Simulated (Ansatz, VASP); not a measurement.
**One calculation of HfTi, two programs**

INCAR

```
SYSTEM = HfTi
PREC = Accurate
ENCUT = 520
EDIFF = 1E-6
ISMEAR = 0
SIGMA = 0.15
LREAL = .False.
LASPH = .True.
NELM = 80
ALGO = Fast
ISIF = 2
LWAVE = .False.
LCHARG = .True.
LELF = .True.
LVHAR = .True.
NBANDS = 18
```

File KPOINTS:

```
regular mesh
0
Gamma
  18 18 10
  0 0 0
```

POSCAR

```
HfTi
1.0
    3.0552868158      0.0000000000      0.0000000000
   -1.5276434079      2.6459559983      0.0000000000
    0.0000000000      0.0000000000      4.8292593400
Hf Ti
1 1
Direct
    0.6666666667      0.3333333333      0.5000000000
    0.3333333333      0.6666666667      0.0000000000
```

Input for Ansatz:

```yaml
crystal:
  lattice:
    - [3.0552868158, 0.0, 0.0]
    - [-1.5276434079, 2.6459559983, 0.0]
    - [0.0, 0.0, 4.82925934]
  atoms:
    - { symbol: Hf, position: [0.6666666667, 0.3333333333, 0.5] }
    - { symbol: Ti, position: [0.3333333333, 0.6666666667, 0.0] }
basis:
  ecutwfc: 420
kpoints:
  mp_grid: { grid: [18, 18, 10] }
hamiltonian:
  xc: lda
scf:
  occupations: { method: gaussian, width: 0.15 }
output:
  forces: true
  stress: true
  eigenvalues: true
```

Change from the starting cell: strain -0.0100 x Voigt [1, 1, 0, 0, 0, 0], atoms carried along.

Alike in both runs: task single point; functional LDA; k mesh 18 × 18 × 10; occupations gaussian, width 0.15 eV; no spin polarisation.

```csv
,VASP,Ansatz
version,VASP 6.6.1,Ansatz 0.2.0
potentials or method,"VASP PAW LDA potentials, release 64 (Hf_pv, Ti_sv), cutoff 520 eV","scalar-relativistic, plane waves, PAW"
valence electrons in the cell,22,38
```

Ansatz gave:

```
gap on the k mesh at the Fermi level (eV)                     : none
pressure (GPa)                                                : -5.5
traceless stress, the component that is largest in VASP (GPa) : -0.91
```

Q: Estimate VASP's values.

A: gap on the k mesh at the Fermi level (eV): none; pressure (GPa): -5.5; traceless stress, the component that is largest in VASP (GPa): -0.92.

LDA's correlation is that of Perdew and Zunger in VASP and of Perdew and Wang (1992) in Ansatz. A gap of «none» marks a metal or a gap that the smearing closes. VASP's potentials hold 22 valence electrons a cell and Ansatz's 38, so a difference there can come from the potentials and not from the codes.

Neither program's run includes spin-orbit coupling.
